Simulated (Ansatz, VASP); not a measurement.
# Two plane-wave programs on CdSe

```
CELL_PARAMETERS angstrom
-4.23561 4.23561 4.23561
4.23561 -4.23561 4.23561
4.23561 4.23561 -4.23561
ATOMIC_POSITIONS crystal
Cd 0.31805 0.31805 0.31805
Cd 0.00000 0.00000 0.68195
Cd 0.00000 0.68195 0.00000
Cd 0.68195 0.00000 0.00000
Se 0.67299 0.67299 0.67299
Se 0.00000 0.00000 0.32701
Se 0.00000 0.32701 0.00000
Se 0.32701 0.00000 0.00000
```

Alike in both runs: functional PBE; k mesh 4 × 4 × 4; occupations gaussian, width 0.1 eV; no spin polarisation.

Ansatz relaxed the structure, and its values are those at the end. VASP's run is a single point on that final structure, the one shown.

|  | VASP | Ansatz |
| --- | --- | --- |
| version | VASP 6.6.1 | Ansatz 0.2.0 |
| potentials or method | VASP PAW PBE potentials, release 64 (Cd, Se), cutoff 500 eV | scalar-relativistic, plane waves, PAW |
| valence electrons in the cell | 72 | 144 |

Ansatz gave:

| Quantity | Value |
| --- | --- |
| gap on the k mesh at the Fermi level (eV) | 0.91 |
| least direct gap on the mesh (eV) | 0.95 |
| pressure (GPa) | -0.1 |
| rms of the force components (eV/Å) | 0.018 |

Problem. What did VASP give for the same quantities?

Solution. gap on the k mesh at the Fermi level (eV): 0.90; least direct gap on the mesh (eV): 0.94; pressure (GPa): 0.1; rms of the force components (eV/Å): 0.023.

With one functional, cell and mesh, what is left measures potentials, basis and numerics. VASP's potentials hold 72 valence electrons a cell and Ansatz's 144, so a difference there can come from the potentials and not from the codes.
